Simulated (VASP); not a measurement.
# SnSe2 (P-3m1) in VASP: a series of runs

SnSe2 is run at these levels: PBE, r2SCAN; tasks: single point.

Program: VASP 6.6.1. These are calculated values, not measurements. Logs are shortened: lines on timing, memory, paths and dates and some standing lists are left out, and cuts for length are marked.

### Step 1. The cell of the first run

Symmetry: P-3m1, No. 164, trigonal system. The conventional cell has a = 4.016 Å, b = 4.016 Å, c = 5.887 Å, α = 90.00°, β = 90.00°, γ = 120.00°. Within 3.6 Å of Sn (site symmetry -3m) lie 6 Se at 2.77 Å. Se (site symmetry 3m) has 3 Sn at 2.77 Å and 12 Se at 3.68 to 4.02 Å within 4.1 Å.

### Step 2. Single point, PBE (epitaxial xy strain +5.0%)

Input file INCAR:

```
PREC = Accurate
ENCUT = 520
EDIFF = 1E-6
ISMEAR = -1
SIGMA = 0.02
LREAL = F
LASPH = T
NELM = 100
ALGO = Normal
ISIF = 2
LWAVE = F
LCHARG = T
GGA = PE
LELF = T
LVHAR = T
NBANDS = 20
```

Input file KPOINTS:

```
regular mesh
0
Gamma
  12 12 4
```

Input file POSCAR:

```
SnSe2
1.0
    4.0164067969      0.0000000000      0.0000000000
   -2.0082033984      3.4783103181      0.0000000000
    0.0000000000      0.0000000000      5.8873562437
Sn Se
1 2
Direct
    0.0000000000      0.0000000000      0.0000000000
    0.3333333333      0.6666666667      0.2567947464
    0.6666666667      0.3333333333      0.7432052536
```

Potentials or basis: VASP PAW PBE potentials, release 64 (Sn_d, Se).

Started as:

```
$ cat potpaw_PBE.64/Sn_d/POTCAR potpaw_PBE.64/Se/POTCAR > POTCAR
$ mpirun -np 1 vasp_std > vasp.out
```

OUTCAR:

```text
PREC = Accurate
   ENCUT = 520
   EDIFF = 1E-6
   ISMEAR = -1
   LREAL = F
   LASPH = T
   NELM = 100
   ISIF = 2
   GGA = PE

 ion  position               nearest neighbor table
   1  0.000  0.000  0.000-   2 2.77   3 2.77   3 2.77   2 2.77   3 2.77   2 2.77
   2  0.333  0.667  0.257-   1 2.77   1 2.77   1 2.77
   3  0.667  0.333  0.743-   1 2.77   1 2.77   1 2.77

  LATTYP: Found a hexagonal cell.
 ALAT       =     4.0164067969
 C/A-ratio  =     1.4658266808

  Lattice vectors:

 A1 = (   4.0164067969,   0.0000000000,   0.0000000000)
 A2 = (  -2.0082033984,   3.4783103181,   0.0000000000)
 A3 = (   0.0000000000,   0.0000000000,   5.8873562437)

Analysis of symmetry for initial positions (statically):
=====================================================================
 Subroutine PRICEL returns:
 Original cell was already a primitive cell.

 Routine SETGRP: Setting up the symmetry group for a
 hexagonal supercell.

 Subroutine GETGRP returns: Found 12 space group operations
 (whereof 12 operations were pure point group operations)
 out of a pool of 24 trial point group operations.

The static configuration has the point symmetry D_3d.

Analysis of symmetry for dynamics (positions and initial velocities):
=====================================================================
 Subroutine PRICEL returns:
 Original cell was already a primitive cell.

 Routine SETGRP: Setting up the symmetry group for a
 hexagonal supercell.

 Subroutine GETGRP returns: Found 12 space group operations
 (whereof 12 operations were pure point group operations)
 out of a pool of 24 trial point group operations.

The dynamic configuration has the point symmetry D_3d.

 Subroutine INISYM returns: Found 12 space group operations
 (whereof 12 operations are pure point group operations),
 and found     1 'primitive' translations

----------------------------------------------------------------------------------------

                                     Primitive cell

  volume of cell :      82.2482

  direct lattice vectors                    reciprocal lattice vectors
     4.016406797  0.000000000  0.000000000     0.248978764  0.143747956  0.000000000
    -2.008203398  3.478310318  0.000000000     0.000000000  0.287495913  0.000000000
     0.000000000  0.000000000  5.887356244     0.000000000  0.000000000  0.169855527

  length of vectors
     4.016406797  4.016406797  5.887356244     0.287495913  0.287495913  0.169855527

  position of ions in fractional coordinates (direct lattice)
     0.000000000  0.000000000  0.000000000
     0.333333333  0.666666667  0.256794746
     0.666666667  0.333333333  0.743205254

  ion indices of the primitive-cell ions
   primitive index   ion index
                 1           1
                 2           2
                 3           3

----------------------------------------------------------------------------------------

 KPOINTS: regular mesh

Automatic generation of k-mesh.
 Grid dimensions read from file:
 generate k-points for:   12   12    4

 Generating k-lattice:

  Cartesian coordinates                     Fractional coordinates (reciprocal lattice)
     0.020748230  0.011978996  0.000000000     0.083333333  0.000000000  0.000000000
     0.000000000  0.023957993  0.000000000     0.000000000  0.083333333  0.000000000
     0.000000000  0.000000000  0.042463882     0.000000000  0.000000000  0.250000000

  Length of vectors
     0.023957993  0.023957993  0.042463882

  Shift w.r.t. Gamma in fractional coordinates (k-lattice)
     0.000000000  0.000000000  0.000000000

 Subroutine IBZKPT returns following result:
 ===========================================

 Found     69 irreducible k-points:

 Following reciprocal coordinates:
            Coordinates               Weight
  0.000000  0.000000  0.000000      1.000000
  0.083333 -0.000000  0.000000      6.000000
  0.166667 -0.000000  0.000000      6.000000
  0.250000 -0.000000  0.000000      6.000000
  0.333333 -0.000000  0.000000      6.000000
  0.416667 -0.000000  0.000000      6.000000
[... 16 lines left out ...]
  0.166667 -0.000000  0.250000      6.000000
  0.000000  0.166667  0.250000      6.000000
 [... further k-points ...]
   k-points           NKPTS =     69   k-points in BZ     NKDIM =     69   number of bands    NBANDS=     20
   number of dos      NEDOS =    301   number of ions     NIONS =      3
   total plane-waves  NPLWV =  43200
   dimension x,y,z NGX =    30 NGY =   30 NGZ =   48
   dimension x,y,z NGXF=    60 NGYF=   60 NGZF=   96
   ions per type =               1   2
   NGX,Y,Z   is equivalent  to a cutoff of  12.42, 12.42, 13.55 a.u.
   NGXF,Y,Z  is equivalent  to a cutoff of  24.84, 24.84, 27.11 a.u.
 SYSTEM =  unknown system
   PREC   = accura    normal or accurate (medium, high low for compatibility)
   ISTART =      0    job   : 0-new  1-cont  2-samecut
   ICHARG =      2    charge: 1-file 2-atom 10-const
   ISPIN  =      1    spin polarized calculation?
   LNONCOLLINEAR =      F non collinear calculations
   LSORBIT =      F    spin-orbit coupling
   LASPH  =      T    aspherical Exc in radial PAW
   ENCUT  =  520.0 eV  38.22 Ry    6.18 a.u.   7.47  7.47 10.95*2*pi/ulx,y,z
   NELM   =    100;   NELMIN=  2; NELMDL= -5     # of ELM steps
   EDIFF  = 0.1E-05   stopping-criterion for ELM
   LREAL  =      F    real-space projection
   EDIFFG = 0.1E-04   stopping-criterion for IOM
   NSW    =      0    number of steps for IOM
   IBRION =     -1    ionic relax: 0-MD 1-quasi-New 2-CG
   NFREE  =      0    steps in history (QN), initial steepest desc. (CG)
   ISIF   =      2    stress and relaxation
   ISYM   =      2    0-nonsym 1-usesym 2-fastsym
   POTIM  = 0.5000    time-step for ionic-motion
   TEBEG  =    0.0;   TEEND  =   0.0 temperature during run
   PSTRESS=    0.0 pullay stress
   NELECT =      26.0000    total number of electrons
   NUPDOWN=      -1.0000    fix difference up-down
   EMIN   =  10.00;   EMAX   =-10.00  energy-range for DOS
   EFERMI =   0.00;   METHOD = LEGACY
   ISMEAR =    -1;   SIGMA  =   0.02  broadening in eV -4-tet -1-fermi 0-gaus
   EFERMI_NEDOS =   21; number of points for ismear=-14 and -15
   IALGO  =     38    algorithm
   IMIX   =      4    mixing-type and parameters
     AMIX     =   0.40;   BMIX     =  1.00
     AMIX_MAG =   1.60;   BMIX_MAG =  1.00
  volume/ion in A,a.u.               =      27.42       185.01
  Fermi-wavevector in a.u.,A,eV,Ry     =   1.115211  2.107444 16.921515  1.243696
  Thomas-Fermi vector in A             =   2.251814
   LORBIT       =      0    0 simple, 1 ext, 2 COOP (PROOUT), +10 PAW based schemes
   GGA     = PE    functional components
   LHFCALC =     F    Hartree Fock is set to
   AEXX    =    0.0000 exact exchange contribution
   IVDW    =     0    specifies the selected vdW correction
   LEPSILON=     F    determine dielectric tensor
   LRPA    =     F    only Hartree local field effects (RPA)
 non-spin polarized calculation
  energy-cutoff  :      520.00
  volume of cell :       82.25
 maximum number of plane-waves:      2254
 NGX is ok and might be reduce to    30
   NGX = 15   NGY = 15   NGZ = 21

 number of electron      25.9999988 magnetization

 Free energy of the ion-electron system (eV)
  ---------------------------------------------------
  ext. energy  EPLUGINS =         0.00000000
  ---------------------------------------------------
  free energy    TOTEN  =       -11.77084577 eV

  energy without entropy =      -11.77061718  energy(sigma->0) =      -11.77073148

 E-fermi :   4.0048     XC(G=0):  -9.2196

 val. band max:        3.9658734135   @ k =   0.0833  -0.0000   0.0000
 cond. band min:       4.1995928589   @ k =   0.0000   0.4167   0.2500
 fundamental gap:      0.2337194454
 Fermi energy:         4.0048367798

 k-point     1 :       0.0000    0.0000    0.0000
  band No.  band energies     occupation
      1     -17.6559      2.00000
      2     -17.6559      2.00000
      3     -17.6448      2.00000
      4     -17.6267      2.00000
      5     -17.6267      2.00000
      6      -9.8546      2.00000
[... 12 lines left out ...]
     19      12.2972      0.00000
     20      12.2972      0.00000

 k-point     2 :       0.0833   -0.0000    0.0000
  band No.  band energies     occupation
      1     -17.6583      2.00000
      2     -17.6551      2.00000
      3     -17.6437      2.00000
      4     -17.6272      2.00000
      5     -17.6259      2.00000
      6      -9.7976      2.00000
[... 12 lines left out ...]
     19      12.2291      0.00000
     20      12.3497      0.00000

 k-point     3 :       0.1667   -0.0000    0.0000
  band No.  band energies     occupation
      1     -17.6651      2.00000
      2     -17.6532      2.00000
      3     -17.6407      2.00000
      4     -17.6280      2.00000
      5     -17.6231      2.00000
      6      -9.6307      2.00000
[... 12 lines left out ...]
     19      11.6250      0.00000
     20      12.4303      0.00000

 k-point     4 :       0.2500   -0.0000    0.0000
  band No.  band energies     occupation
      1     -17.6746      2.00000
      2     -17.6516      2.00000
      3     -17.6382      2.00000
      4     -17.6273      2.00000
      5     -17.6181      2.00000
      6      -9.3684      2.00000
[... 12 lines left out ...]
     19      11.3697      0.00000
     20      12.7120      0.00000

 k-point     5 :       0.3333   -0.0000    0.0000
  band No.  band energies     occupation
      1     -17.6842      2.00000
      2     -17.6510      2.00000
      3     -17.6382      2.00000
      4     -17.6240      2.00000
      5     -17.6122      2.00000
      6      -9.0416      2.00000
[... 12 lines left out ...]
     19      11.8772      0.00000
     20      13.4260      0.00000
[... 353 lines left out ...]
      6      -9.6867      2.00000
[... 12 lines left out ...]
     19      12.1114      0.00000
     20      12.1214      0.00000

 k-point    22 :       0.0000    0.0833    0.2500
  band No.  band energies     occupation
      1     -17.6584      2.00000
      2     -17.6551      2.00000
      3     -17.6436      2.00000
      4     -17.6272      2.00000
      5     -17.6259      2.00000
      6      -9.6867      2.00000
[... 12 lines left out ...]
     19      11.7808      0.00000
     20      12.1294      0.00000

 k-point    23 :       0.1667   -0.0000    0.2500
  band No.  band energies     occupation
      1     -17.6652      2.00000
      2     -17.6532      2.00000
      3     -17.6406      2.00000
      4     -17.6280      2.00000
      5     -17.6231      2.00000
      6      -9.5231      2.00000
[... 12 lines left out ...]
     19      11.9286      0.00000
     20      12.6578      0.00000

 k-point    24 :       0.0000    0.1667    0.2500
  band No.  band energies     occupation
      1     -17.6652      2.00000
      2     -17.6532      2.00000
      3     -17.6406      2.00000
      4     -17.6280      2.00000
      5     -17.6231      2.00000
      6      -9.5230      2.00000
[... 12 lines left out ...]
     19      11.7318      0.00000
     20      11.9659      0.00000

 [... further k-points ...]

------------------------ aborting loop because EDIFF is reached ----------------------------------------

  FORCE on cell =-STRESS in cart. coord.  units (eV):
  Direction    XX          YY          ZZ          XY          YZ          ZX
  --------------------------------------------------------------------------------------
  -------------------------------------------------------------------------------------
  Total       -1.0035303     -1.0035303      1.2381376     -0.0000000      0.0000000     -0.0000000
  in kB      -19.5485579    -19.5485579     24.1186596     -0.0000000      0.0000000     -0.0000000
  external PRESSURE =      -4.9928187 kB  Pullay stress =       0.0000000 kB

 VOLUME and BASIS-vectors are now :
 -----------------------------------------------------------------------------
  energy-cutoff  :      520.00
  volume of cell :       82.25
      direct lattice vectors                 reciprocal lattice vectors
     4.016406797  0.000000000  0.000000000     0.248978764  0.143747956  0.000000000
    -2.008203398  3.478310318  0.000000000     0.000000000  0.287495913  0.000000000
     0.000000000  0.000000000  5.887356244     0.000000000  0.000000000  0.169855527

 POSITION                                       TOTAL-FORCE (eV/Angst)
 -----------------------------------------------------------------------------------
      0.00000      0.00000      0.00000        -0.000000      0.000000      0.000000
     -0.00000      2.31887      1.51184        -0.000000      0.000000      0.245241
      2.00820      1.15944      4.37551         0.000000     -0.000000     -0.245241
 -----------------------------------------------------------------------------------
    total drift:                                0.000000     -0.000000     -0.000000

  FREE ENERGIE OF THE ION-ELECTRON SYSTEM (eV)
  ---------------------------------------------------
  free  energy   TOTEN  =       -11.7708457750 eV

  energy  without entropy=      -11.7706171759  energy(sigma->0) =      -11.77073148
```

It took 50 s on 1 thread of Intel Xeon 6975P-C (Granite Rapids), shared host; peak memory 0.26 GiB.

What came out:

| Property | Result |
| --- | --- |
| Free energy | -11.7708 eV |
| Pressure | -0.5 GPa |
| Largest force | 0.245 eV/Å |
| Band gap on the k mesh | zero (filled and empty bands touch) |

Forces in eV/Å, atoms in the order of the input:
```
Sn   0.000  0.000  0.000
Se   0.000  0.000  0.245
Se   0.000  0.000 -0.245
```

Stress tensor (GPa, compression positive):
```
-1.95  0.00  0.00
 0.00 -1.95  0.00
 0.00  0.00  2.41
```

Caveat: the cell differs from its parent crystal (epitaxial xy strain +5.0%); semilocal functionals underestimate gaps, and a narrow one can read as zero; spin-orbit coupling is left out, which moves the levels of the heavy elements; this functional lacks dispersion, which binds layers or chains, so the pressure and a relaxed spacing across them are unreliable.

### Step 3. Single point, r2SCAN (strain -1.0%)

Input file POSCAR:

```
SnSe2
1.0
    3.7868978371      0.0000000000      0.0000000000
   -1.8934489185      3.2795497285      0.0000000000
    0.0000000000      0.0000000000      6.1648082559
Sn Se
1 2
Direct
    0.0000000000      0.0000000000      0.0000000000
    0.3333333333      0.6666666667      0.2571722289
    0.6666666667      0.3333333333      0.7428277711
```

Input file INCAR.step1:

```
PREC = Accurate ; ENCUT = 520
ISMEAR = 0 ; SIGMA = 0.01
LREAL = False ; LASPH = True
NELM = 80 ; NBANDS = 20
GGA = PE ; ALGO = Normal
EDIFF = 1E-4 ; LWAVE = True
LCHARG = False
```

Input file INCAR.step2:

```
PREC = Accurate ; ENCUT = 520
EDIFF = 1E-6 ; ISMEAR = 0
SIGMA = 0.01 ; LREAL = False
LASPH = True ; NELM = 80
ALGO = Normal ; ISIF = 2
LWAVE = False ; LCHARG = False
METAGGA = R2SCAN ; LMIXTAU = True
NBANDS = 20 ; ISTART = 1
```

Input file KPOINTS:

```
Automatic mesh
0
Gamma
  12 12 4
```

Potentials or basis: VASP PAW PBE potentials, release 64 (Sn_d, Se).

Started as:

```
$ cat potpaw_PBE.64/Sn_d/POTCAR potpaw_PBE.64/Se/POTCAR > POTCAR
$ cp INCAR.step1 INCAR
$ mpirun -np 1 vasp_std > vasp.out
$ cp INCAR.step2 INCAR
$ mpirun -np 1 vasp_std > vasp.out
```

Wall time 3.2 min (1 thread of Intel Xeon 6975P-C (Granite Rapids), shared host); peak memory 0.26 GiB.

The run converged. Its results:

```
Free energy            : -54.6003 eV
Pressure               : 2.3 GPa
Largest force          : 0.020 eV/Å
Band gap on the k mesh : 0.99 eV (least direct gap 1.50 eV)
```

Forces in eV/Å, atoms in the order of the input:
```
Sn   0.000  0.000  0.000
Se   0.000  0.000 -0.020
Se   0.000  0.000  0.020
```

Stress tensor (GPa, compression positive):
```
2.69 0.00 0.00
0.00 2.69 0.00
0.00 0.00 1.59
```

Levels at points of the mesh, in eV from the valence-band top:
| k point | band 10 | band 11 | band 12 | band 13 | band 14 | band 15 | band 16 | band 17 |
| --- | --- | --- | --- | --- | --- | --- | --- | --- |
| (0.00, 0.00, 0.00) | -0.56 | -0.30 | -0.30 | -0.14 | 1.54 | 3.67 | 5.14 | 5.14 |
| (0.50, 0.00, 0.00) | -3.11 | -2.58 | -1.39 | -0.28 | 1.46 | 4.26 | 5.73 | 5.74 |
| (0.00, 0.00, 0.50) | -0.68 | -0.68 | -0.11 | -0.11 | 3.02 | 3.61 | 4.84 | 4.84 |
| (0.50, 0.00, 0.50) | -2.37 | -2.08 | -0.91 | -0.73 | 0.99 | 4.56 | 5.14 | 6.24 |

Caveat: the cell differs from its parent crystal (strain -1.0%); the PAW data sets were made with another functional, which shifts forces and pressure a little; spin-orbit coupling is left out, which moves the levels of the heavy elements.

(Continued in part 2 of 2.)

The gap in the log of VASP goes by the Fermi energy; the results here count the filled bands.